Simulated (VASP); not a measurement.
Write the native input for VASP 6.6.1 that does the following.

| Item | Value |
| --- | --- |
| Task | single point |
| Functional | PBE |
| Potentials or basis | VASP PAW PBE potentials, release 64 (Ti_sv, Te) |
| Cutoff | 520 eV |
| k mesh | 12 × 12 × 8 |
| Occupations | gaussian, width 0.15 eV |
| Spin | no spin polarisation |
| Dipole correction | no |
| Further INCAR settings | ALGO = Normal; EDIFF = 1e-06; NBANDS = 19 |

The structure of TiTe2 lies in POSCAR:

```
TiTe2
1.0
    3.5881508432      0.0000000000      0.0000000000
   -1.7940754216      3.1074297828      0.0000000000
    0.0000000000      0.0000000000      6.4980000000
Ti Te
1 2
Direct
    0.0000000000      0.0000000000      0.0000000000
    0.6666666667      0.3333333333      0.2628000000
    0.3333333333      0.6666666667      0.7372000000
```

This cell differs from its parent crystal: strain -0.050 along x and y, +0.000 along z.

One way to write it, as run:

INCAR

```
SYSTEM = TiTe2
PREC     = Accurate       ! precision mode
ENCUT    = 520            ! plane-wave cutoff, eV
EDIFF    = 1E-6           ! SCF threshold, eV
ISMEAR   = 0              ! smearing method
SIGMA    = 0.15           ! smearing width, eV
LREAL    = .FALSE.        ! projectors in reciprocal space
LASPH    = .TRUE.         ! aspherical terms in the spheres
NELM     = 60             ! most SCF steps
ALGO     = Normal         ! electronic algorithm
ISIF     = 2              ! what is computed and relaxed
LWAVE    = .FALSE.        ! write WAVECAR
LCHARG   = .FALSE.        ! write CHGCAR
GGA      = PE             ! functional
NBANDS   = 19             ! bands
```

KPOINTS

```
Automatic mesh
0
G
  12 12 8
  0 0 0
```

Potentials or basis: VASP PAW PBE potentials, release 64 (Ti_sv, Te).

Run with:

```sh
$ cat potpaw_PBE.64/Ti_sv/POTCAR potpaw_PBE.64/Te/POTCAR > POTCAR
$ mpirun -np 1 vasp_std > vasp.out
```

Results of the run:

- Pressure: 8.9 GPa
- Largest force: 0.813 eV/Å
- Band gap on the k mesh: zero (bands 12 and 13 overlap by 0.94 eV)

Caveat: the cell differs from its parent crystal (strain -0.050 along x and y, +0.000 along z); the cell stands under pressure; spin-orbit coupling is left out, which moves the levels of the heavy elements; this functional lacks dispersion, which binds the layers, so the pressure and a relaxed spacing across them are unreliable.

Wall time 4.7 min on 1 thread of Intel Xeon 8259CL, with other jobs on the host, peak memory 0.32 GiB.
